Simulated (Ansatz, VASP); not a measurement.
# RbCd in VASP and in Ansatz

```
CELL_PARAMETERS angstrom
4.69869 0.00000 0.00000
0.00000 4.69869 0.00000
0.00000 0.00000 4.69869
ATOMIC_POSITIONS crystal
Rb 0.50000 0.50000 0.50000
Cd 0.00000 0.00000 0.00000
```

Alike in both runs: task single point; functional PBE; k mesh 12 × 12 × 12; occupations gaussian, width 0.1 eV; no spin polarisation.

|  | VASP | Ansatz |
| --- | --- | --- |
| version | VASP 6.6.1 | Ansatz 0.2.0 |
| potentials or method | VASP PAW PBE potentials, release 64 (Rb_sv, Cd), cutoff 500 eV | scalar-relativistic, plane waves, PAW |
| valence electrons in the cell | 21 | 29 |

```tsv
	VASP	Ansatz	Ansatz less VASP
gap on the k mesh at the Fermi level (eV)	none	none	-
pressure (GPa)	-0.5	-0.5	0.00
```

A gap of «none» marks a metal or a gap that the smearing closes. VASP's potentials hold 21 valence electrons a cell and Ansatz's 29, so a difference there can come from the potentials and not from the codes.
